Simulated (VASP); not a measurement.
Write the native input for VASP 6.6.1 that does the following.

* Task: relaxation of shape and atoms at fixed volume
* Functional: PBE
* Potentials or basis: VASP PAW PBE potentials, release 64 (Ti_sv, Ge_d, Mo_sv)
* Cutoff: 600 eV
* k mesh: 12 × 12 × 6
* Occupations: gaussian, width 0.1 eV
* Spin: no spin polarisation
* Dipole correction: no
* Further INCAR settings: ALGO = Fast; EDIFF = 1e-06; IBRION = 2; EDIFFG = -0.01; NSW = 50; ISIF = 4

The structure of TiGe4Mo lies in POSCAR:

```
TiGe4Mo
1.0
    3.3718536173      0.0000000000      0.0000000000
    0.0000000000      3.3718536173      0.0000000000
    0.0000000000      0.0000000000      8.5809284676
Ti Ge Mo
1 4 1
Direct
    0.5000000000      0.5000000000      0.5000000000
    0.0000000000      0.0000000000      0.6665090000
    0.5000000000      0.5000000000      0.1599250000
    0.0000000000      0.0000000000      0.3334910000
    0.5000000000      0.5000000000      0.8400750000
    0.0000000000      0.0000000000      0.0000000000
```

One way to write it, as run:

INCAR

```
SYSTEM = TiGe4Mo
PREC     = Accurate       ! precision mode
ENCUT    = 600            ! plane-wave cutoff, eV
EDIFF    = 1E-6           ! SCF threshold, eV
ISMEAR   = 0              ! smearing method
SIGMA    = 0.1            ! smearing width, eV
LREAL    = .FALSE.        ! projectors in reciprocal space
LASPH    = .TRUE.         ! aspherical terms in the spheres
NELM     = 100            ! most SCF steps
ALGO     = Fast           ! electronic algorithm
ISIF     = 4              ! what is computed and relaxed
LWAVE    = .FALSE.        ! write WAVECAR
LCHARG   = .FALSE.        ! write CHGCAR
GGA      = PE             ! functional
IBRION   = 2              ! ionic algorithm
NSW      = 50             ! ionic steps
EDIFFG   = -0.01          ! ionic threshold
```

KPOINTS

```
Automatic mesh
0
G
  12 12 6
  0 0 0
```

Potentials or basis: VASP PAW PBE potentials, release 64 (Ti_sv, Ge_d, Mo_sv).

Launch:

```sh
$ cat potpaw_PBE.64/Ti_sv/POTCAR potpaw_PBE.64/Ge_d/POTCAR potpaw_PBE.64/Mo_sv/POTCAR > POTCAR
$ mpirun -np 1 vasp_std > vasp.out
```

Results of the run:

```yaml
Energy_gained_by_relaxing: 58.5 meV/atom
Ionic_steps: 5
Pressure_after_relaxing: -3.5 GPa
Largest_force_after_relaxing: 0.009 eV/Å
Band_gap_on_the_k_mesh: zero (bands 41 and 42 overlap by 1.93 eV)
```

It took 2.5 h on 1 thread of Oxide Virtual Turin-like Processor (shared host), peak memory 0.64 GiB.
